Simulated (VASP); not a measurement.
# Si (Immm) in VASP: single point with PBE

Aim: the single point of Si with PBE.

All numbers are computed with VASP 6.6.1; they aren't measurements. Logs are shortened: lines on timing, memory, paths and dates and some standing lists are left out, and cuts for length are marked.

## (1) The cell of the first run

Symmetry: Immm, No. 71, orthorhombic system. The conventional cell has a = 2.636 Å, b = 2.933 Å, c = 3.754 Å, α = 90.00°, β = 90.00°, γ = 90.00°. Within 3.5 Å of Si (site symmetry mmm) lie 12 Si at 2.64 to 2.93 Å.

The cell was built from a structure type or drawn by symmetry, and may not be a known phase.

## (2) Single point, PBE

INCAR reads:

```
PREC = Accurate
ENCUT = 500
EDIFF = 1E-6
ISMEAR = 0
SIGMA = 0.1
LREAL = F
LASPH = T
NELM = 120
ALGO = Normal
ISIF = 2
LWAVE = F
LCHARG = F
GGA = PE
NBANDS = 8
GGA_COMPAT = F
```

KPOINTS reads:

```
regular mesh
0
Gamma
  8 8 8
```

POSCAR reads:

```
Si
1.0
   -1.3180868279      1.4663456954      1.8771561325
    1.3180868279     -1.4663456954      1.8771561325
    1.3180868279      1.4663456954     -1.8771561325
Si
1
Direct
    0.5000000000      0.5000000000      0.0000000000
```

Potentials or basis: VASP PAW PBE potentials, release 64 (Si).

The run is started by

```bash
$ cat potpaw_PBE.64/Si/POTCAR > POTCAR
$ mpirun -np 1 vasp_std > vasp.out
```

OUTCAR:

```text
PREC = Accurate
   ENCUT = 500
   EDIFF = 1E-6
   ISMEAR = 0
   LREAL = F
   LASPH = T
   NELM = 120
   ISIF = 2
   GGA = PE

 ion  position               nearest neighbor table
   1  0.500  0.500  0.000-

  LATTYP: Found a body centered orthorhombic cell.
 ALAT       =     2.6361736558
 B/A-ratio  =     1.1124803498
 C/A-ratio  =     1.4241521065

  Lattice vectors:

 A1 = (  -1.3180868279,   1.4663456954,   1.8771561325)
 A2 = (   1.3180868279,  -1.4663456954,   1.8771561325)
 A3 = (   1.3180868279,   1.4663456954,  -1.8771561325)

Analysis of symmetry for initial positions (statically):
=====================================================================
 Subroutine PRICEL returns:
 Original cell was already a primitive cell.

 Routine SETGRP: Setting up the symmetry group for a
 body centered orthorhombic supercell.

 Subroutine GETGRP returns: Found  8 space group operations
 (whereof  8 operations were pure point group operations)
 out of a pool of  8 trial point group operations.

The static configuration has the point symmetry D_2h.

Analysis of symmetry for dynamics (positions and initial velocities):
=====================================================================
 Subroutine PRICEL returns:
 Original cell was already a primitive cell.

 Routine SETGRP: Setting up the symmetry group for a
 body centered orthorhombic supercell.

 Subroutine GETGRP returns: Found  8 space group operations
 (whereof  8 operations were pure point group operations)
 out of a pool of  8 trial point group operations.

The dynamic configuration has the point symmetry D_2h.

 Subroutine INISYM returns: Found  8 space group operations
 (whereof  8 operations are pure point group operations),
 and found     1 'primitive' translations

----------------------------------------------------------------------------------------

                                     Primitive cell

  volume of cell :      14.5125

  direct lattice vectors                    reciprocal lattice vectors
    -1.318086828  1.466345695  1.877156132     0.000000000  0.340983713  0.266360369
     1.318086828 -1.466345695  1.877156132     0.379337681  0.000000000  0.266360369
     1.318086828  1.466345695 -1.877156132     0.379337681  0.340983713  0.000000000

  length of vectors
     2.722358854  2.722358854  2.722358854     0.432686652  0.463513670  0.510065651

  position of ions in fractional coordinates (direct lattice)
     0.500000000  0.500000000  0.000000000

  ion indices of the primitive-cell ions
   primitive index   ion index
                 1           1

----------------------------------------------------------------------------------------

 KPOINTS: regular mesh

Automatic generation of k-mesh.
 Grid dimensions read from file:
 generate k-points for:    8    8    8

 Generating k-lattice:

  Cartesian coordinates                     Fractional coordinates (reciprocal lattice)
     0.000000000  0.042622964  0.033295046     0.125000000  0.000000000  0.000000000
     0.047417210  0.000000000  0.033295046    -0.000000000  0.125000000  0.000000000
     0.047417210  0.042622964  0.000000000    -0.000000000  0.000000000  0.125000000

  Length of vectors
     0.054085831  0.057939209  0.063758206

  Shift w.r.t. Gamma in fractional coordinates (k-lattice)
     0.000000000  0.000000000  0.000000000

 Subroutine IBZKPT returns following result:
 ===========================================

 Found     95 irreducible k-points:

 Following reciprocal coordinates:
            Coordinates               Weight
  0.000000  0.000000  0.000000      1.000000
  0.125000  0.000000  0.000000      4.000000
  0.250000  0.000000  0.000000      4.000000
  0.375000  0.000000  0.000000      4.000000
  0.500000  0.000000  0.000000      2.000000
  0.000000  0.125000  0.000000      4.000000
[... 16 lines left out ...]
  0.125000  0.375000  0.000000      8.000000
  0.250000  0.375000  0.000000      8.000000
 [... further k-points ...]
   k-points           NKPTS =     95   k-points in BZ     NKDIM =     95   number of bands    NBANDS=      8
   number of dos      NEDOS =    301   number of ions     NIONS =      1
   total plane-waves  NPLWV =   8000
   dimension x,y,z NGX =    20 NGY =   20 NGZ =   20
   dimension x,y,z NGXF=    40 NGYF=   40 NGZF=   40
   ions per type =               1
   NGX,Y,Z   is equivalent  to a cutoff of  12.21, 12.21, 12.21 a.u.
   NGXF,Y,Z  is equivalent  to a cutoff of  24.43, 24.43, 24.43 a.u.
 SYSTEM =  unknown system
   PREC   = accura    normal or accurate (medium, high low for compatibility)
   ISTART =      0    job   : 0-new  1-cont  2-samecut
   ICHARG =      2    charge: 1-file 2-atom 10-const
   ISPIN  =      1    spin polarized calculation?
   LNONCOLLINEAR =      F non collinear calculations
   LSORBIT =      F    spin-orbit coupling
   LASPH  =      T    aspherical Exc in radial PAW
   ENCUT  =  500.0 eV  36.75 Ry    6.06 a.u.   4.96  4.96  4.96*2*pi/ulx,y,z
   NELM   =    120;   NELMIN=  2; NELMDL= -5     # of ELM steps
   EDIFF  = 0.1E-05   stopping-criterion for ELM
   LREAL  =      F    real-space projection
[... 7 lines left out ...]
   TEBEG  =    0.0;   TEEND  =   0.0 temperature during run
   PSTRESS=    0.0 pullay stress
   NELECT =       4.0000    total number of electrons
   NUPDOWN=      -1.0000    fix difference up-down
   EMIN   =  10.00;   EMAX   =-10.00  energy-range for DOS
   EFERMI =   0.00;   METHOD = LEGACY
   ISMEAR =     0;   SIGMA  =   0.10  broadening in eV -4-tet -1-fermi 0-gaus
   EFERMI_NEDOS =   21; number of points for ismear=-14 and -15
   IALGO  =     38    algorithm
   IMIX   =      4    mixing-type and parameters
     AMIX     =   0.40;   BMIX     =  1.00
     AMIX_MAG =   1.60;   BMIX_MAG =  1.00
  volume/ion in A,a.u.               =      14.51        97.93
  Fermi-wavevector in a.u.,A,eV,Ry     =   1.065405  2.013323 15.443796  1.135087
  Thomas-Fermi vector in A             =   2.200955
   LORBIT       =      0    0 simple, 1 ext, 2 COOP (PROOUT), +10 PAW based schemes
   GGA     = PE    functional components
   LHFCALC =     F    Hartree Fock is set to
   AEXX    =    0.0000 exact exchange contribution
   IVDW    =     0    specifies the selected vdW correction
   LEPSILON=     F    determine dielectric tensor
   LRPA    =     F    only Hartree local field effects (RPA)
 non-spin polarized calculation
 Gauss-broadening in eV      SIGMA  =   0.10
  energy-cutoff  :      500.00
  volume of cell :       14.51
 maximum number of plane-waves:       381
   NGX =  9   NGY =  9   NGZ =  9

 number of electron       3.9999999 magnetization

 Free energy of the ion-electron system (eV)
  ---------------------------------------------------
  ext. energy  EPLUGINS =         0.00000000
  ---------------------------------------------------
  free energy    TOTEN  =        -4.90341682 eV

  energy without entropy =       -4.90129405  energy(sigma->0) =       -4.90235543

 E-fermi :  10.3321     XC(G=0): -11.1771

 val. band max:       10.3014316080   @ k =   0.5000   0.2500   0.1250
 cond. band min:      10.3971791181   @ k =   0.3750  -0.3750   0.1250
 fundamental gap:      0.0957475101
 Fermi energy:        10.3320755753

 k-point     1 :       0.0000    0.0000    0.0000
  band No.  band energies     occupation
      1      -4.3094      2.00000
      2      19.7895      0.00000
      3      20.3024      0.00000
      4      20.6091      0.00000
      5      22.1032      0.00000
      6      22.8739      0.00000
      7      23.6607      0.00000
      8      28.1534      0.00000

 k-point     2 :       0.1250    0.0000    0.0000
  band No.  band energies     occupation
      1      -3.8862      2.00000
      2      15.3825      0.00000
      3      19.5386      0.00000
      4      21.4421      0.00000
      5      22.5934      0.00000
      6      23.8354      0.00000
      7      25.0079      0.00000
      8      27.6313      0.00000

 k-point     3 :       0.2500    0.0000    0.0000
  band No.  band energies     occupation
      1      -2.6236      2.00000
      2      10.4622      0.06578
      3      19.1552      0.00000
      4      20.2672      0.00000
      5      23.2196      0.00000
      6      23.9774      0.00000
      7      24.3061      0.00000
      8      27.2021      0.00000

 k-point     4 :       0.3750    0.0000    0.0000
  band No.  band energies     occupation
      1      -0.5491      2.00000
      2       6.1178      2.00000
      3      19.3308      0.00000
      4      19.6669      0.00000
      5      22.0629      0.00000
      6      22.6067      0.00000
      7      24.0979      0.00000
      8      27.5294      0.00000

 k-point     5 :       0.5000    0.0000    0.0000
  band No.  band energies     occupation
      1       1.8293      2.00000
      2       2.9748      2.00000
      3      19.5059      0.00000
      4      19.7090      0.00000
      5      21.1608      0.00000
      6      22.0763      0.00000
      7      24.1882      0.00000
      8      26.6868      0.00000
[... 177 lines left out ...]
 k-point    22 :      -0.0000    0.3750    0.0000
  band No.  band energies     occupation
      1       0.0394      2.00000
      2       7.5432      2.00000
      3      16.9115      0.00000
      4      18.2701      0.00000
      5      20.0085      0.00000
      6      21.8640      0.00000
      7      23.4460      0.00000
      8      26.8925      0.00000

 k-point    23 :       0.1250    0.3750    0.0000
  band No.  band energies     occupation
      1       1.3926      2.00000
      2       6.4219      2.00000
      3      13.3017      0.00000
      4      17.4696      0.00000
      5      20.7019      0.00000
      6      22.1348      0.00000
      7      25.3079      0.00000
      8      28.8043      0.00000

 k-point    24 :       0.2500    0.3750    0.0000
  band No.  band energies     occupation
      1       3.5375      2.00000
      2       6.0762      2.00000
      3       9.2575      2.00000
      4      15.8343      0.00000
      5      18.9350      0.00000
      6      24.8373      0.00000
      7      28.5478      0.00000
      8      30.6120      0.00000

 [... further k-points ...]

------------------------ aborting loop because EDIFF is reached ----------------------------------------

  FORCE on cell =-STRESS in cart. coord.  units (eV):
  Direction    XX          YY          ZZ          XY          YZ          ZX
  --------------------------------------------------------------------------------------
  -------------------------------------------------------------------------------------
  Total       -0.0174202     -0.0050159      0.0312153      0.0000000      0.0000000      0.0000000
  in kB       -1.9231879     -0.5537607      3.4461737      0.0000000      0.0000000      0.0000000
  external PRESSURE =       0.3230750 kB  Pullay stress =       0.0000000 kB

 VOLUME and BASIS-vectors are now :
 -----------------------------------------------------------------------------
  energy-cutoff  :      500.00
  volume of cell :       14.51
      direct lattice vectors                 reciprocal lattice vectors
    -1.318086828  1.466345695  1.877156132     0.000000000  0.340983713  0.266360369
     1.318086828 -1.466345695  1.877156132     0.379337681  0.000000000  0.266360369
     1.318086828  1.466345695 -1.877156132     0.379337681  0.340983713  0.000000000

 POSITION                                       TOTAL-FORCE (eV/Angst)
 -----------------------------------------------------------------------------------
      0.00000      0.00000      1.87716         0.000000      0.000000     -0.000000
 -----------------------------------------------------------------------------------
    total drift:                                0.000000     -0.000000      0.000000

  FREE ENERGIE OF THE ION-ELECTRON SYSTEM (eV)
  ---------------------------------------------------
  free  energy   TOTEN  =        -4.9034168183 eV

  energy  without entropy=       -4.9012940451  energy(sigma->0) =       -4.90235543
```

Run time: 7.8 s. Hardware: 1 thread of AMD EPYC 7R43 (Zen 3), shared host; peak memory 0.09 GiB.

Results:

```yaml
Free_energy: -4.9034 eV
Pressure: 0.0 GPa
Band_gap_on_the_k_mesh: zero (bands 2 and 3 overlap by 12.84 eV)
```

Caveat: the k points lie up to 0.36 Å⁻¹ apart, too coarse for converged energies and pressures of a metal.
